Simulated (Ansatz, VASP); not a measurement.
# One calculation of SiO2, two programs

File INCAR:

```
SYSTEM = SiO2
PREC = Accurate
ENCUT = 520
EDIFF = 1E-7
ISMEAR = 0
SIGMA = 0.05
LREAL = .False.
LASPH = .True.
NELM = 100
ALGO = Normal
ISIF = 2
LWAVE = .False.
LCHARG = .False.
GGA = PE
NBANDS = 25
```

KPOINTS

```
regular mesh
0
Gamma
  6 6 8
  0 0 0
```

POSCAR

```
SiO2
1.0
    4.1723000000      0.0000000000      0.0000000000
    0.0000000000      4.1723000000      0.0000000000
    0.0000000000      0.0000000000      2.5284000000
Si O
2 4
Direct
    0.5000000000      0.5000000000      0.5000000000
    0.0000000000      0.0000000000      0.0000000000
    0.6930127928      0.6930127928      0.0000000000
    0.1930127928      0.8069872072      0.5000000000
    0.3069872072      0.3069872072      0.0000000000
    0.8069872072      0.1930127928      0.5000000000
```

Input for Ansatz:

```yaml
crystal:
  lattice:
    - [4.1723, 0.0, 0.0]
    - [0.0, 4.1723, 0.0]
    - [0.0, 0.0, 2.5284]
  atoms:
    - { symbol: Si, position: [0.5, 0.5, 0.5] }
    - { symbol: Si, position: [0.0, 0.0, 0.0] }
    - { symbol: O, position: [0.6930127928, 0.6930127928, 0.0] }
    - { symbol: O, position: [0.1930127928, 0.8069872072, 0.5] }
    - { symbol: O, position: [0.3069872072, 0.3069872072, 0.0] }
    - { symbol: O, position: [0.8069872072, 0.1930127928, 0.5] }
basis:
  ecutwfc: 520.0
kpoints:
  mp_grid: { grid: [6, 6, 8] }
hamiltonian:
  xc: pbe
  pseudopotentials: { kind: paw, azcp: { folder: soft_1 } }
scf:
  occupations: { method: gaussian, width: 0.05 }
output:
  forces: true
  stress: true
  eigenvalues: true
```

Alike in both runs: task single point; functional PBE; k mesh 6 × 6 × 8; occupations gaussian, width 0.05 eV; no spin polarisation.

```csv
,VASP,Ansatz
version,VASP 6.6.1,Ansatz 0.2.0
potentials or method,"VASP PAW PBE potentials, release 64 (Si, O), cutoff 520 eV","scalar-relativistic, plane waves, PAW"
valence electrons in the cell,32,32
```

VASP gave:

```
gap on the k mesh at the Fermi level (eV) : 6.86
least direct gap on the mesh (eV)         : 6.86
rms of the force components (eV/Å)        : 0.278
```

Q: Which values does Ansatz return?

A: gap on the k mesh at the Fermi level (eV): 6.88; least direct gap on the mesh (eV): 6.88; rms of the force components (eV/Å): 0.259.

Atom by atom the forces differ by 0.019 eV/Å (rms over components).
